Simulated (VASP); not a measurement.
# Tl3Cu (Pm-3m) in VASP: further runs, part 2 of 2

VASP 6.6.1. Earlier steps stand in the parts before.

## (4) Single point, PBE

This run uses another cell than the first one, of 26.22 Å³/atom.

Input file INCAR:

```
PREC = Accurate ; ENCUT = 520
EDIFF = 1E-6 ; ISMEAR = 0
SIGMA = 0.1 ; LREAL = F
LASPH = T ; NELM = 100
ALGO = Fast ; ISIF = 2
LWAVE = F ; LCHARG = F
GGA = PE ; NBANDS = 33
```

Input file KPOINTS:

```
regular mesh
0
Gamma
  10 10 10
```

Input file POSCAR:

```
Tl3Cu
1.0
    4.7158267348      0.0000000000      0.0000000000
    0.0000000000      4.7158267348      0.0000000000
    0.0000000000      0.0000000000      4.7158267348
Tl Cu
3 1
Direct
    0.0000000000      0.5000000000      0.5000000000
    0.5000000000      0.0000000000      0.5000000000
    0.5000000000      0.5000000000      0.0000000000
    0.0000000000      0.0000000000      0.0000000000
```

Potentials or basis: VASP PAW PBE potentials, release 64 (Tl_d, Cu).

Run with:

```sh
> cat potpaw_PBE.64/Tl_d/POTCAR potpaw_PBE.64/Cu/POTCAR > POTCAR
> mpirun -np 1 vasp_std > vasp.out
```

OUTCAR:

```text
PREC = Accurate
   ENCUT = 520
   EDIFF = 1E-6
   ISMEAR = 0
   LREAL = F
   LASPH = T
   NELM = 100
   ISIF = 2
   GGA = PE

 ion  position               nearest neighbor table
   1  0.000  0.500  0.500-   2 3.33   3 3.33   4 3.33   3 3.33   4 3.33   2 3.33   4 3.33   4 3.33
                             2 3.33   3 3.33   3 3.33   2 3.33
   2  0.500  0.000  0.500-   1 3.33   3 3.33   4 3.33   3 3.33   4 3.33   1 3.33   3 3.33   3 3.33
                             1 3.33   4 3.33   4 3.33   1 3.33
   3  0.500  0.500  0.000-   1 3.33   2 3.33   4 3.33   1 3.33   2 3.33   2 3.33   4 3.33   2 3.33
                             1 3.33   4 3.33   1 3.33   4 3.33
   4  0.000  0.000  0.000-   1 3.33   2 3.33   3 3.33   1 3.33   2 3.33   1 3.33   3 3.33   1 3.33
                             2 3.33   3 3.33   2 3.33   3 3.33

  LATTYP: Found a simple cubic cell.
 ALAT       =     4.7158267348

  Lattice vectors:

 A1 = (   4.7158267348,   0.0000000000,   0.0000000000)
 A2 = (   0.0000000000,   4.7158267348,   0.0000000000)
 A3 = (   0.0000000000,   0.0000000000,   4.7158267348)

Analysis of symmetry for initial positions (statically):
[... 174 lines left out ...]
  ---------------------------------------------------
  free energy    TOTEN  =        -9.23724321 eV

  energy without entropy =       -9.22890042  energy(sigma->0) =       -9.23307182

 E-fermi :   5.9763     XC(G=0): -10.1822

 val. band max:        5.9518699216   @ k =   0.2000   0.1000   0.1000
 cond. band min:       6.0643861204   @ k =   0.5000   0.4000   0.4000
 fundamental gap:      0.1125161988
 Fermi energy:         5.9762918755

 k-point     1 :       0.0000    0.0000    0.0000
  band No.  band energies     occupation
      1      -6.0201      2.00000
      2      -5.9572      2.00000
      3      -5.9572      2.00000
      4      -5.9572      2.00000
      5      -5.6868      2.00000
      6      -5.6868      2.00000
[... 853 lines left out ...]
     32      11.1603      0.00000
     33      12.1582      0.00000

 [... further k-points ...]
[... 5 lines left out ...]
  --------------------------------------------------------------------------------------
  -------------------------------------------------------------------------------------
  Total       -0.0129718     -0.0129718     -0.0129718      0.0000000      0.0000000      0.0000000
  in kB       -0.1981699     -0.1981699     -0.1981699      0.0000000      0.0000000      0.0000000
  external PRESSURE =      -0.1981699 kB  Pullay stress =       0.0000000 kB

 VOLUME and BASIS-vectors are now :
 -----------------------------------------------------------------------------
  energy-cutoff  :      520.00
  volume of cell :      104.88
      direct lattice vectors                 reciprocal lattice vectors
     4.715826735  0.000000000  0.000000000     0.212051896  0.000000000  0.000000000
     0.000000000  4.715826735  0.000000000     0.000000000  0.212051896  0.000000000
     0.000000000  0.000000000  4.715826735     0.000000000  0.000000000  0.212051896

 POSITION                                       TOTAL-FORCE (eV/Angst)
 -----------------------------------------------------------------------------------
      0.00000      2.35791      2.35791         0.000000      0.000000      0.000000
      2.35791      0.00000      2.35791         0.000000      0.000000      0.000000
      2.35791      2.35791      0.00000         0.000000      0.000000      0.000000
      0.00000      0.00000      0.00000         0.000000      0.000000      0.000000
 -----------------------------------------------------------------------------------
    total drift:                                0.000000      0.000000      0.000000

  FREE ENERGIE OF THE ION-ELECTRON SYSTEM (eV)
  ---------------------------------------------------
  free  energy   TOTEN  =        -9.2372432130 eV

  energy  without entropy=       -9.2289004225  energy(sigma->0) =       -9.23307182
```

stdout:

```text
POSCAR found type information on POSCAR TlCu
 POSCAR found :  2 types and       4 ions
 scaLAPACK will be used
 LDA part: xc-table for (Slater+PW92), standard interpolation
 POSCAR, INCAR and KPOINTS ok, starting setup
 FFT: planning ... GRIDC
 FFT: planning ... GRID_SOFT
 FFT: planning ... GRID
 WAVECAR not read
 entering main loop
```

Run time: 1.8 min. Hardware: 1 thread of Intel Xeon Platinum 8488C (Sapphire Rapids), shared host; peak memory 0.31 GiB.

What came out:

- Free energy: -9.2372 eV
- Pressure: 0.0 GPa
- Band gap on the k mesh: zero (bands 25 and 26 overlap by 3.19 eV)

Levels at points of the mesh, in eV from the Fermi level:
| k point | band 22 | band 23 | band 24 | band 25 | band 26 | band 27 | band 28 | band 29 |
| --- | --- | --- | --- | --- | --- | --- | --- | --- |
| (0.00, 0.00, 0.00) | -1.70 | -1.70 | -1.31 | -1.31 | -1.31 | 0.63 | 4.84 | 4.84 |
| (0.50, 0.00, 0.00) | -2.01 | -2.01 | -0.10 | 0.80 | 0.80 | 1.61 | 1.61 | 2.84 |
| (0.50, 0.50, 0.00) | -2.00 | -1.91 | -1.86 | 1.40 | 2.33 | 2.33 | 2.81 | 3.11 |
| (0.50, 0.50, 0.50) | -2.22 | -1.97 | -1.97 | -1.79 | -1.79 | -1.79 | -0.65 | 8.96 |

Caveat: spin-orbit coupling is left out, which moves the levels of the heavy elements.

## (5) Relaxation of cell and atoms, PBE

Input file INCAR:

```
PREC = Accurate
ENCUT = 600
EDIFF = 1E-7
ISMEAR = 0
SIGMA = 0.1
LREAL = False
LASPH = True
NELM = 60
ALGO = Fast
ISIF = 3
LWAVE = False
LCHARG = False
GGA = PE
IBRION = 2
NSW = 100
EDIFFG = -0.01
```

KPOINTS is that of step 4.

Input file POSCAR:

```
Tl3Cu
1.0
    4.6069909821      0.0000000000      0.0000000000
    0.0000000000      4.6069909821      0.0000000000
    0.0000000000      0.0000000000      4.6069909821
Tl Cu
3 1
Direct
    0.0000000000      0.5000000000      0.5000000000
    0.5000000000      0.0000000000      0.5000000000
    0.5000000000      0.5000000000      0.0000000000
    0.0000000000      0.0000000000      0.0000000000
```

Run with:

```sh
> cat potpaw_PBE.64/Tl_d/POTCAR potpaw_PBE.64/Cu/POTCAR > POTCAR
> mpirun -np 1 vasp_std > vasp.out
```

Wall time 5.8 min (1 thread of Intel Xeon Platinum 8488C (Sapphire Rapids), shared host); peak memory 0.38 GiB.

It converged, with:

```yaml
Free_energy: -9.2354 eV
Relaxed_volume: 26.24 Å³/atom
Relaxed_cell: a = 4.717 Å, b = 4.717 Å, c = 4.717 Å, α = 90.00°, β = 90.00°, γ = 90.00°
Space_group_after_relaxing_to_0.1_Å: Pm-3m (No. 221)
Energy_gained_by_relaxing: 14.2 meV/atom
Ionic_steps: 3
Pressure_after_relaxing: 0.0 GPa
Band_gap_on_the_k_mesh: zero (bands 25 and 26 overlap by 3.19 eV)
```

Step by step:
```
step  energy change (eV)  largest force (eV/Å)  pressure (GPa)  volume (Å³)
   1              0.0000                0.0000            2.75        97.78
   2             -0.0556                0.0000            0.34       103.84
   3             -0.0567                0.0000           -0.02       104.98
```

Final structure:
```
Tl Cu
1.0
     4.71733    0.00000    0.00000
     0.00000    4.71733    0.00000
     0.00000    0.00000    4.71733
Tl Cu
3 1
Cartesian
  0.0000 2.3587 2.3587
  2.3587 0.0000 2.3587
  2.3587 2.3587 0.0000
  0.0000 0.0000 0.0000
```

Levels at points of the mesh, in eV from the Fermi level:
```tsv
k point	band 23	band 24	band 25	band 26	band 27	band 28
(0.00, 0.00, 0.00)	-1.70	-1.30	-1.30	-1.30	0.63	4.84
(0.50, 0.00, 0.00)	-2.00	-0.10	0.80	0.80	1.61	1.61
(0.50, 0.50, 0.00)	-1.90	-1.86	1.39	2.32	2.32	2.81
(0.50, 0.50, 0.50)	-1.97	-1.97	-1.79	-1.79	-1.79	-0.65
```

Caveat: spin-orbit coupling is left out, which moves the levels of the heavy elements.

## (6) Relaxation of cell and atoms, PBE

This run uses another cell than the first one, of 26.22 Å³/atom.

Input file INCAR:

```
PREC     = Accurate       # precision mode
ENCUT    = 600            # plane-wave cutoff, eV
EDIFF    = 1E-6           # SCF threshold, eV
ISMEAR   = 0              # smearing method
SIGMA    = 0.1            # smearing width, eV
LREAL    = False          # projectors in reciprocal space
LASPH    = True           # aspherical terms in the spheres
NELM     = 100            # most SCF steps
ALGO     = Fast           # electronic algorithm
ISIF     = 3              # what is computed and relaxed
LWAVE    = False          # write WAVECAR
LCHARG   = False          # write CHGCAR
GGA      = PE             # functional
IBRION   = 2              # ionic algorithm
NSW      = 100            # ionic steps
EDIFFG   = -0.01          # ionic threshold
```

Input file KPOINTS:

```
Automatic mesh
0
Gamma
  10 10 10
```

Input file POSCAR:

```
Tl3Cu
1.0
    4.7158267348      0.0000000000      0.0000000000
    0.0000000000      4.7158267348      0.0000000000
    0.0000000000      0.0000000000      4.7158267348
Tl Cu
3 1
Direct
    0.0000000000      0.5000000000      0.5000000000
    0.5000000000      0.0000000000      0.5000000000
    0.5000000000      0.5000000000      0.0000000000
    0.0000000000      0.0000000000      0.0000000000
```

Potentials or basis: VASP PAW PBE potentials, release 64 (Tl_d, Cu).

Run with:

```sh
> cat potpaw_PBE.64/Tl_d/POTCAR potpaw_PBE.64/Cu/POTCAR > POTCAR
> mpirun -np 1 vasp_std > vasp.out
```

Wall time 3 min (1 thread of Intel Xeon Platinum 8488C (Sapphire Rapids), shared host); peak memory 0.36 GiB.

It converged, with:

```yaml
Free_energy: -9.2370 eV
Pressure_after_relaxing: 0.0 GPa
Band_gap_on_the_k_mesh: zero (bands 25 and 26 overlap by 3.19 eV)
```

Final structure:
```xyz
4
Lattice="4.7158 0.0000 0.0000 0.0000 4.7158 0.0000 0.0000 0.0000 4.7158" Properties=species:S:1:pos:R:3 pbc="T T T"
Tl    0.0000    2.3579    2.3579
Tl    2.3579    0.0000    2.3579
Tl    2.3579    2.3579    0.0000
Cu    0.0000    0.0000    0.0000
```

Levels at points of the mesh, in eV from the Fermi level:
```
           k point  band 21  band 22  band 23  band 24  band 25  band 26  band 27  band 28  band 29  band 30
(0.00, 0.00, 0.00)    -2.01    -1.70    -1.70    -1.31    -1.31    -1.31     0.63     4.84     4.84     4.84
(0.50, 0.00, 0.00)    -2.20    -2.01    -2.01    -0.10     0.80     0.80     1.61     1.61     2.84     2.94
(0.50, 0.50, 0.00)    -2.16    -2.00    -1.90    -1.86     1.40     2.33     2.33     2.81     3.11     3.11
(0.50, 0.50, 0.50)    -2.22    -2.22    -1.97    -1.97    -1.79    -1.79    -1.79    -0.65     8.96     9.02
```

Caveat: the relaxation stopped at its first step, so nothing moved; spin-orbit coupling is left out, which moves the levels of the heavy elements.

## (7) The runs side by side

```tsv
task	cell	k mesh	cutoff (eV)	gap on the mesh (eV)	pressure (GPa)
single point	a = 4.607 Å, 4 atoms	4 × 4 × 4	520	none	2.6
single point	a = 4.716 Å, 4 atoms	10 × 10 × 10	520	none	0.0
relaxation of cell and atoms	relaxed from a = 4.607 Å, 4 atoms	10 × 10 × 10	600	none	0.0
relaxation of cell and atoms	relaxed from a = 4.716 Å, 4 atoms	10 × 10 × 10	600	none	0.0
```

Alike in all rows: level PBE; potentials or basis VASP PAW PBE potentials, release 64 (Tl_d, Cu); no spin polarisation; smearing gaussian 0.1 eV.

Caveats: spin-orbit coupling is left out, which moves the levels of the heavy elements; the relaxation stopped at its first step, so nothing moved (at least some runs).

Total energies depend on the potentials used, so only differences within one code and one set of settings carry meaning.

The gap in the log of VASP goes by the Fermi energy; the results here count the filled bands.